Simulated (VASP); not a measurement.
Set up this calculation in VASP 6.6.1, as the native input.

| Property | Result |
| --- | --- |
| Task | single point |
| Functional | PBEsol |
| Potentials or basis | VASP PAW PBE potentials, release 64 (Be, S) |
| Cutoff | 600 eV |
| k mesh | 8 × 8 × 8 |
| Occupations | gaussian, width 0.02 eV |
| Spin | no spin polarisation |
| Dipole correction | no |
| Further INCAR settings | ALGO = Normal; EDIFF = 1e-06; NBANDS = 11 |

The structure of BeS lies in POSCAR:

```
BeS
1.0
    0.0000000000      2.4140345505      2.4140345505
    2.4140345505      0.0000000000      2.4140345505
    2.4140345505      2.4140345505      0.0000000000
Be S
1 1
Direct
    0.0000000000      0.0000000000      0.0000000000
    0.2500000000      0.2500000000      0.2500000000
```

These files were run (other wordings do the same):

INCAR

```
SYSTEM = BeS
  PREC = Accurate
  ENCUT = 600
  EDIFF = 1E-6
  ISMEAR = 0
  SIGMA = 0.02
  LREAL = .FALSE.
  LASPH = .TRUE.
  NELM = 120
  ALGO = Normal
  ISIF = 2
  LWAVE = .FALSE.
  LCHARG = .FALSE.
  GGA = PS
  NBANDS = 11
  GGA_COMPAT = .FALSE.
```

KPOINTS

```
regular mesh
0
G
  8 8 8
  0 0 0
```

Potentials or basis: VASP PAW PBE potentials, release 64 (Be, S).

Command:

```console
$ cat potpaw_PBE.64/Be/POTCAR potpaw_PBE.64/S/POTCAR > POTCAR
$ mpirun -np 1 vasp_std > vasp.out
```

It gave:

```
Pressure               : 0.8 GPa
Band gap on the k mesh : 2.90 eV (least direct gap 5.60 eV)
```

Caveat: the PAW data sets were made with another functional, which shifts forces and pressure a little.

Wall time 9.5 s on 1 thread of AMD EPYC 7R43 64-Core Processor (Zen 3), with other jobs on the host, peak memory 0.12 GiB.
